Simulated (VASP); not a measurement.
Wanted: the native input for a VASP 6.6.1 run.

```
Task                   : single point
Functional             : r2SCAN
Potentials or basis    : VASP PAW PBE potentials, release 64 (Sb, In_d)
Cutoff                 : 520 eV
k mesh                 : 6 × 6 × 6
Occupations            : fermi-dirac, width 0.05 eV
Spin                   : no spin polarisation
Dipole correction      : no
Further INCAR settings : ALGO = Normal; EDIFF = 1e-06; NBANDS = 22
```

The system is InSb3.

```
Sb In
1.0
     4.34850    0.00000    0.00000
     0.00000    4.34850    0.00000
     0.00000    0.00000    4.34850
Sb In
3 1
Direct
  0.50000 0.50000 0.00000
  0.00000 0.50000 0.50000
  0.50000 0.00000 0.50000
  0.00000 0.00000 0.00000
```

These files were run (other wordings do the same):

POSCAR

```
InSb3
1.0
    4.3485022807      0.0000000000      0.0000000000
    0.0000000000      4.3485022807      0.0000000000
    0.0000000000      0.0000000000      4.3485022807
Sb In
3 1
Direct
    0.5000000000      0.5000000000      0.0000000000
    0.0000000000      0.5000000000      0.5000000000
    0.5000000000      0.0000000000      0.5000000000
    0.0000000000      0.0000000000      0.0000000000
```

INCAR.step1

```
SYSTEM = InSb3
ALGO = Normal ; EDIFF = 1E-4
ENCUT = 520 ; GGA = PE
ISMEAR = -1 ; LASPH = .TRUE.
LCHARG = .FALSE. ; LREAL = .FALSE.
LWAVE = .TRUE. ; NBANDS = 22
NELM = 100 ; PREC = Accurate
SIGMA = 0.05
```

INCAR.step2

```
SYSTEM = InSb3
ALGO = Normal ; EDIFF = 1E-6
ENCUT = 520 ; ISIF = 2
ISMEAR = -1 ; ISTART = 1
LASPH = .TRUE. ; LCHARG = .FALSE.
LMIXTAU = .TRUE. ; LREAL = .FALSE.
LWAVE = .FALSE. ; METAGGA = R2SCAN
NBANDS = 22 ; NELM = 100
PREC = Accurate ; SIGMA = 0.05
```

KPOINTS

```
k-points
0
G
  6 6 6
  0 0 0
```

Potentials or basis: VASP PAW PBE potentials, release 64 (Sb, In_d).

Run with:

```bash
$ cat potpaw_PBE.64/Sb/POTCAR potpaw_PBE.64/In_d/POTCAR > POTCAR
$ cp INCAR.step1 INCAR
$ mpirun -np 1 vasp_std > vasp.out
$ cp INCAR.step2 INCAR
$ mpirun -np 1 vasp_std > vasp.out
```

It gave:

```yaml
Pressure: 30.3 GPa
Band_gap_on_the_k_mesh: zero (bands 14 and 15 overlap by 7.09 eV)
```

Caveat: the cell stands under pressure; the PAW data sets were made with another functional, which shifts forces and pressure a little; spin-orbit coupling is left out, which moves the levels of the heavy elements.

It took 3.9 min on 1 thread of AMD EPYC 7571, on a shared host, peak memory 0.17 GiB.
